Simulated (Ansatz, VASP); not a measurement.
## Two plane-wave programs on Rb16H

```
CELL_PARAMETERS angstrom
11.18000 0.00000 0.00000
0.00000 11.18000 0.00000
0.00000 0.00000 11.18000
ATOMIC_POSITIONS crystal
Rb 0.01847 0.98668 0.00014
Rb 0.48160 0.98667 0.00014
Rb 0.98556 0.51378 0.00013
Rb 0.03963 0.00507 0.50024
Rb 0.25003 0.27014 0.23687
Rb 0.51452 0.51378 0.00013
Rb 0.46028 0.00498 0.50024
Rb 0.75003 0.23616 0.23573
Rb 0.98668 0.47981 0.50016
Rb 0.25006 0.74474 0.28952
Rb 0.25003 0.27018 0.76351
Rb 0.51340 0.47981 0.50016
Rb 0.75003 0.76328 0.26858
Rb 0.75003 0.23614 0.76464
Rb 0.25005 0.74512 0.71012
Rb 0.75003 0.76332 0.73174
H 0.25015 0.87494 0.50065
```

Alike in both runs: functional PBEsol; k mesh 1 × 1 × 1; occupations fermi-dirac, width 0.05 eV; no spin polarisation.

Ansatz relaxed the structure, and its values are those at the end. VASP's run is a single point on that final structure, the one shown.

```csv
,VASP,Ansatz
version,VASP 6.6.1,Ansatz 0.2.0
potentials or method,"VASP PAW PBE potentials, release 64 (Rb_sv, H), cutoff 520 eV","scalar-relativistic, plane waves, PAW"
valence electrons in the cell,145,145
```

Ansatz gave:

```
rms of the force components (eV/Å) : 0.006
```

Task: What did VASP give for the same quantities?

Result: rms of the force components (eV/Å): 0.005.

VASP's potentials were made for PBE, not for PBEsol.
